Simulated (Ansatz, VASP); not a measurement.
# One calculation of Sr2C, two programs

INCAR

```
PREC = Accurate
ENCUT = 520
EDIFF = 1E-7
ISMEAR = -1
SIGMA = 0.02
LREAL = False
LASPH = True
NELM = 100
ALGO = Normal
ISIF = 2
LWAVE = False
LCHARG = False
GGA = PS
NBANDS = 19
```

The input KPOINTS:

```
regular mesh
0
Gamma
  5 5 5
```

Contents of POSCAR:

```
Sr2C
1.0
    0.0000000000      3.3601424449      3.3601424449
    3.3601424449      0.0000000000      3.3601424449
    3.3601424449      3.3601424449      0.0000000000
C Sr
1 2
Direct
    0.0000000000      0.0000000000      0.0000000000
    0.2500000000      0.2500000000      0.2500000000
    0.7500000000      0.7500000000      0.7500000000
```

Input for Ansatz:

```yaml
crystal:
  lattice:
    - [0.0, 3.3601424449, 3.3601424449]
    - [3.3601424449, 0.0, 3.3601424449]
    - [3.3601424449, 3.3601424449, 0.0]
  atoms:
    - { symbol: C, position: [0.0, 0.0, 0.0] }
    - { symbol: Sr, position: [0.25, 0.25, 0.25] }
    - { symbol: Sr, position: [0.75, 0.75, 0.75] }
kpoints:
  mp_grid: { grid: [5, 5, 5] }
hamiltonian:
  xc: pbesol
scf:
  occupations: { method: fermi_dirac, width: 0.02 }
  n_extra_bands: 4
output:
  forces: true
  stress: true
  eigenvalues: true
```

Alike in both runs: task single point; functional PBEsol; k mesh 5 × 5 × 5; occupations fermi-dirac, width 0.02 eV; no spin polarisation.

```csv
,VASP,Ansatz
version,VASP 6.6.1,Ansatz 0.2.0
potentials or method,"VASP PAW PBE potentials, release 64 (C, Sr_sv)",plane waves
plane-wave cutoff (eV),520,420
valence electrons in the cell,24,24
```

Ansatz gave:

* pressure (GPa): -1.3

Task: What did VASP give for the same quantities?

Result: Pressure (GPa): -1.1.

VASP's potentials were made for PBE, not for PBEsol.
